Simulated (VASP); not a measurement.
# Mg7Fe (P-6m2) in VASP: further runs, part 2 of 2

VASP 6.6.1. Earlier steps stand in the parts before.

### Step 4. Single point, PBE, collinear spin, ferromagnetic start

This run uses another cell than the first one, of 21.17 Å³/atom.

Contents of INCAR:

```
SYSTEM = Mg7Fe
PREC = Accurate ; ENCUT = 520
EDIFF = 1E-6 ; ISMEAR = -1
SIGMA = 0.05 ; LREAL = .FALSE.
LASPH = .TRUE. ; NELM = 150
ALGO = Normal ; ISIF = 2
LWAVE = .FALSE. ; LCHARG = .FALSE.
ISPIN = 2 ; MAGMOM = 3 0 0 0 0 0 0 0
LORBIT = 11 ; LMAXMIX = 4
GGA = PE ; NBANDS = 25
```

Contents of KPOINTS:

```
Automatic mesh
0
G
  5 5 6
  0 0 0
```

Contents of POSCAR:

```
Mg7Fe
1.0
    6.2504090835      0.0000000000      0.0000000000
   -3.1252045418      5.4130130503      0.0000000000
    0.0000000000      0.0000000000      5.0051702467
Fe Mg
1 7
Direct
    0.0000000000      0.0000000000      0.0000000000
    0.3333333333      0.6666666667      0.5000000000
    0.8431255000      0.6862510000      0.5000000000
    0.8431255000      0.1568745000      0.5000000000
    0.3137490000      0.1568745000      0.5000000000
    0.9992970000      0.4996485000      0.0000000000
    0.5003515000      0.4996485000      0.0000000000
    0.5003515000      0.0007030000      0.0000000000
```

Potentials or basis: VASP PAW PBE potentials, release 64 (Fe, Mg).

On the command line:

```sh
> cat potpaw_PBE.64/Fe/POTCAR potpaw_PBE.64/Mg/POTCAR > POTCAR
> mpirun -np 1 vasp_std > vasp.out
```

OUTCAR:

```text
SYSTEM = Mg7Fe
   PREC = Accurate
   ENCUT = 520
   EDIFF = 1E-6
   ISMEAR = -1
   LREAL = .FALSE.
   LASPH = .TRUE.
   NELM = 150
   ISIF = 2
   ISPIN = 2
   LORBIT = 11
   GGA = PE

 ion  position               nearest neighbor table
   1  0.000  0.000  0.000-   3 3.02   3 3.02   5 3.02   5 3.02   4 3.02   4 3.02   7 3.13   7 3.13
                             6 3.13   6 3.13   8 3.13   8 3.13
   2  0.333  0.667  0.500-   8 3.09   8 3.09   6 3.09   6 3.09   7 3.09   7 3.09   5 3.13   3 3.13
                             4 3.13   4 3.13   5 3.13   3 3.13
   3  0.843  0.686  0.500-   5 2.94   4 2.94   1 3.02   1 3.02   7 3.12   7 3.12   6 3.12   6 3.12
                             2 3.13   2 3.13   5 3.31   4 3.31
   4  0.843  0.157  0.500-   3 2.94   5 2.94   1 3.02   1 3.02   6 3.12   6 3.12   8 3.12   8 3.12
                             2 3.13   2 3.13   3 3.31   5 3.31
   5  0.314  0.157  0.500-   3 2.94   4 2.94   1 3.02   1 3.02   7 3.12   7 3.12   8 3.12   8 3.12
                             2 3.13   2 3.13   3 3.31   4 3.31
   6  0.999  0.500  0.000-   2 3.09   2 3.09   4 3.12   4 3.12   3 3.12   3 3.12   8 3.12   7 3.12
                             1 3.13   1 3.13   8 3.13   7 3.13
   7  0.500  0.500  0.000-   2 3.09   2 3.09   5 3.12   5 3.12   3 3.12   3 3.12   8 3.12   6 3.12
                             1 3.13   1 3.13   8 3.13   6 3.13
   8  0.500  0.001  0.000-   2 3.09   2 3.09   4 3.12   4 3.12   5 3.12   5 3.12   6 3.12   7 3.12
                             1 3.13   1 3.13   6 3.13   7 3.13

  LATTYP: Found a hexagonal cell.
 ALAT       =     6.2504090835
 C/A-ratio  =     0.8007748261

  Lattice vectors:

 A1 = (   6.2504090835,   0.0000000000,   0.0000000000)
 A2 = (  -3.1252045418,   5.4130130503,   0.0000000000)
 A3 = (   0.0000000000,   0.0000000000,   5.0051702467)

Analysis of symmetry for initial positions (statically):
=====================================================================
 Subroutine PRICEL returns:
 Original cell was already a primitive cell.

 Routine SETGRP: Setting up the symmetry group for a
 hexagonal supercell.

 Subroutine GETGRP returns: Found 12 space group operations
 (whereof 12 operations were pure point group operations)
 out of a pool of 24 trial point group operations.

The static configuration has the point symmetry D_3h.

Analysis of symmetry for dynamics (positions and initial velocities):
=====================================================================
 Subroutine PRICEL returns:
 Original cell was already a primitive cell.

 Routine SETGRP: Setting up the symmetry group for a
 hexagonal supercell.

 Subroutine GETGRP returns: Found 12 space group operations
 (whereof 12 operations were pure point group operations)
 out of a pool of 24 trial point group operations.

The dynamic configuration has the point symmetry D_3h.

Analysis of structural, dynamic, and magnetic symmetry:
=====================================================================
 Subroutine PRICEL returns:
 Original cell was already a primitive cell.

 Routine SETGRP: Setting up the symmetry group for a
 hexagonal supercell.

 Subroutine GETGRP returns: Found 12 space group operations
 (whereof 12 operations were pure point group operations)
 out of a pool of 24 trial point group operations.

The overall configuration has the point symmetry D_3h.

 Subroutine INISYM returns: Found 12 space group operations
 (whereof 12 operations are pure point group operations),
 and found     1 'primitive' translations

[... 117 lines left out ...]
   EFERMI_NEDOS =   21; number of points for ismear=-14 and -15
   IALGO  =     38    algorithm
   IMIX   =      4    mixing-type and parameters
     AMIX     =   0.40;   BMIX     =  1.00
     AMIX_MAG =   1.60;   BMIX_MAG =  1.00
  volume/ion in A,a.u.               =      21.17       142.85
  Fermi-wavevector in a.u.,A,eV,Ry     =   0.829138  1.566844  9.353600  0.687470
  Thomas-Fermi vector in A             =   1.941634
   LORBIT       =     11    0 simple, 1 ext, 2 COOP (PROOUT), +10 PAW based schemes
   GGA     = PE    functional components
   LHFCALC =     F    Hartree Fock is set to
   AEXX    =    0.0000 exact exchange contribution
   IVDW    =     0    specifies the selected vdW correction
   LEPSILON=     F    determine dielectric tensor
   LRPA    =     F    only Hartree local field effects (RPA)
 spin polarized calculation
  energy-cutoff  :      520.00
  volume of cell :      169.34
 maximum number of plane-waves:      4596
 NGX is ok and might be reduce to    48
   NGX = 23   NGY = 23   NGZ = 19

 number of electron      22.0000002 magnetization       2.4762663

 Free energy of the ion-electron system (eV)
  ---------------------------------------------------
  ext. energy  EPLUGINS =         0.00000000
  ---------------------------------------------------
  free energy    TOTEN  =       -17.70053331 eV

  energy without entropy =      -17.66226670  energy(sigma->0) =      -17.68140000

 E-fermi :   2.7959     XC(G=0):  -8.8875

 val. band max:        2.7827888345   @ k =   0.4000   0.2000   0.3333
 cond. band min:       2.7960575468   @ k =   0.2000   0.2000   0.0000
 fundamental gap:      0.0132687122
 Fermi energy:         2.7959276378

 spin component 1

 k-point     1 :       0.0000    0.0000    0.0000
  band No.  band energies     occupation
      1      -4.1995      1.00000
      2      -0.0705      1.00000
      3       0.0237      1.00000
      4       0.0237      1.00000
      5       0.4147      1.00000
      6       0.4147      1.00000
[... 509 lines left out ...]
     22       8.0847      0.00000
     23       8.4767      0.00000
 Fermi energy:         2.7959276378

 spin component 2

 k-point     1 :       0.0000    0.0000    0.0000
  band No.  band energies     occupation
      1      -4.2082      1.00000
      2       0.4875      1.00000
      3       0.5875      1.00000
      4       0.5875      1.00000
      5       0.7453      1.00000
      6       0.8710      1.00000
[... 509 lines left out ...]
     22       8.1139      0.00000
     23       8.5958      0.00000
 [bands above 23 left out]

------------------------ aborting loop because EDIFF is reached ----------------------------------------

  FORCE on cell =-STRESS in cart. coord.  units (eV):
  Direction    XX          YY          ZZ          XY          YZ          ZX
  --------------------------------------------------------------------------------------
  -------------------------------------------------------------------------------------
  Total       -1.0340698     -1.0340698     -1.3414185      0.0000000      0.0000000      0.0000000
  in kB       -9.7834957     -9.7834957    -12.6913702      0.0000000      0.0000000      0.0000000
  external PRESSURE =     -10.7527872 kB  Pullay stress =       0.0000000 kB

 VOLUME and BASIS-vectors are now :
 -----------------------------------------------------------------------------
  energy-cutoff  :      520.00
  volume of cell :      169.34
      direct lattice vectors                 reciprocal lattice vectors
     6.250409084  0.000000000  0.000000000     0.159989528  0.092369997  0.000000000
    -3.125204542  5.413013050  0.000000000     0.000000000  0.184739994  0.000000000
     0.000000000  0.000000000  5.005170247     0.000000000  0.000000000  0.199793404

 POSITION                                       TOTAL-FORCE (eV/Angst)
 -----------------------------------------------------------------------------------
      0.00000      0.00000      0.00000        -0.000000      0.000000     -0.000000
     -0.00000      3.60868      2.50259        -0.000000      0.000000     -0.000000
      3.12520      3.71469      2.50259         0.000000     -0.112115     -0.000000
      4.77961      0.84916      2.50259        -0.097095      0.056058      0.000000
      1.47079      0.84916      2.50259         0.097095      0.056058      0.000000
      4.68451      2.70460      0.00000         0.002116      0.001222      0.000000
      1.56590      2.70460      0.00000        -0.002116      0.001222      0.000000
      3.12520      0.00381      0.00000         0.000000     -0.002444     -0.000000
 -----------------------------------------------------------------------------------
    total drift:                                0.000000     -0.000000      0.000000

  FREE ENERGIE OF THE ION-ELECTRON SYSTEM (eV)
  ---------------------------------------------------
  free  energy   TOTEN  =       -17.7005333084 eV

  energy  without entropy=      -17.6622666997  energy(sigma->0) =      -17.68140000

 total charge

# of ion       s       p       d       tot
------------------------------------------
    1        0.364   0.234   6.128   6.726
    2        0.217   0.137   0.013   0.367
    3        0.209   0.136   0.014   0.359
    4        0.209   0.136   0.014   0.359
    5        0.209   0.136   0.014   0.359
    6        0.203   0.137   0.013   0.353
    7        0.203   0.137   0.013   0.353
    8        0.203   0.137   0.013   0.353
--------------------------------------------------
tot          1.818   1.191   6.221   9.230

 magnetization (x)

# of ion       s       p       d       tot
------------------------------------------
    1        0.032   0.016   2.660   2.707
    2        0.004   0.008  -0.001   0.011
    3       -0.007  -0.004  -0.001  -0.011
    4       -0.007  -0.004  -0.001  -0.011
    5       -0.007  -0.004  -0.001  -0.011
    6       -0.005  -0.007  -0.001  -0.013
    7       -0.005  -0.007  -0.001  -0.013
    8       -0.005  -0.007  -0.001  -0.013
--------------------------------------------------
tot         -0.000  -0.008   2.655   2.646
```

Wall time 3.4 min (1 thread of Intel Xeon 6975P-C (Granite Rapids), shared host); peak memory 0.42 GiB.

What came out:

```
Free energy                                           : -17.7005 eV
Pressure                                              : -1.1 GPa
Largest force                                         : 0.112 eV/Å
Net moment                                            : 2.48 μB per cell
Site moments                                          : Fe +2.71; Mg +0.01, -0.01 (each value once) μB
Valence electrons inside the program's atomic spheres : Fe 6.73; Mg 0.37, 0.36, 0.35 (each value once)
```

Forces on the atoms (eV/Å):
```
Fe   0.000  0.000  0.000
Mg   0.000  0.000  0.000
Mg   0.000 -0.112  0.000
Mg  -0.097  0.056  0.000
Mg   0.097  0.056  0.000
Mg   0.002  0.001  0.000
Mg  -0.002  0.001  0.000
Mg   0.000 -0.002  0.000
```

Levels at points of the mesh, in eV from the Fermi level:
Spin up:
```tsv
k point	band 11	band 12	band 13	band 14	band 15	band 16
(0.00, 0.00, 0.00)	-1.36	-1.31	-1.31	-0.24	3.07	3.20
(0.00, 0.00, 0.50)	-0.91	-0.54	-0.54	-0.22	-0.13	0.46
```
Spin down:
| k point | band 8 | band 9 | band 10 | band 11 | band 12 | band 13 |
| --- | --- | --- | --- | --- | --- | --- |
| (0.00, 0.00, 0.00) | -1.42 | -0.99 | 0.02 | 0.02 | 0.47 | 0.47 |
| (0.00, 0.00, 0.50) | -0.93 | -0.74 | -0.74 | -0.60 | -0.60 | -0.39 |

### Step 5. Overview

```csv
cell,gap on the mesh (eV),pressure (GPa),moment (μB),largest force (eV/Å)
"a = 6.171, b = 6.171, c = 4.941 Å, angles 90.0, 90.0, 120.0°, 8 atoms",none,0.4,2.43,0.14
"a = 6.211, b = 6.211, c = 4.973 Å, angles 90.0, 90.0, 120.0°, 8 atoms",none,-0.3,2.45,0.12
"a = 6.250, b = 6.250, c = 5.005 Å, angles 90.0, 90.0, 120.0°, 8 atoms",none,-1.1,2.48,0.11
```

Alike in all rows: task single point; level PBE; potentials or basis VASP PAW PBE potentials, release 64 (Fe, Mg); spin collinear, ferromagnetic start; k mesh 5 × 5 × 6; cutoff (eV) 520; smearing fermi-dirac 0.05 eV.

Total energies depend on the potentials used, so only differences within one code and one set of settings carry meaning.
